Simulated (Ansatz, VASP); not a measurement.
# InP: VASP beside Ansatz

```xyz
2
Lattice="0.0000 2.8725 2.8725 2.8725 0.0000 2.8725 2.8725 2.8725 0.0000" Properties=species:S:1:pos:R:3 pbc="T T T"
In    0.0000    0.0000    0.0000
P     1.4363    1.4363    1.4363
```

Alike in both runs: task single point; functional r2SCAN; k mesh 14 × 14 × 14; occupations gaussian, width 0.05 eV; no spin polarisation.

|  | VASP | Ansatz |
| --- | --- | --- |
| version | VASP 6.6.1 | Ansatz 0.2.0 |
| potentials or method | VASP PAW PBE potentials, release 64 (In_d, P), cutoff 520 eV | scalar-relativistic, plane waves, PAW |
| valence electrons in the cell | 18 | 18 |

```tsv
	VASP	Ansatz	Ansatz less VASP
gap on the k mesh at the Fermi level (eV)	1.52	1.51	-0.007
least direct gap on the mesh (eV)	1.52	1.51	-0.007
pressure (GPa)	6.7	6.9	+0.13
```

VASP's potentials were made for PBE, not for r2SCAN.
